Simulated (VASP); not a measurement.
The system is GaN.

```xyz
2
Lattice="0.0000 2.2490 2.2490 2.2490 0.0000 2.2490 2.2490 2.2490 0.0000" Properties=species:S:1:pos:R:3 pbc="T T T"
Ga    0.0000    0.0000    0.0000
N     3.3734    3.3734    3.3734
```

Base run:

| Item | Value |
| --- | --- |
| Program | VASP 6.6.1 |
| Functional | r2SCAN |
| Potentials or basis | VASP PAW PBE potentials, release 64 (Ga_d, N) |
| Cutoff | 520 eV |
| k mesh | 10 × 10 × 10 |
| Occupations | gaussian, width 0.01 eV |
| Spin | no spin polarisation |

Its results: band gap on the k mesh 2.16 eV, direct; pressure 1.1 GPa.

Q: The run is repeated on the same cell with these changes: functional from r2SCAN to PBE; further incar settings from ALGO = Normal; EDIFF = 1e-07; NBANDS = 16 to ALGO = Normal; EDIFF = 1e-06; NBANDS = 16. What comes out?

A: Band gap on the k mesh 1.76 eV, direct; pressure 6.3 GPa.

Caveats: the PAW data sets were made with another functional, which shifts forces and pressure a little (some runs).

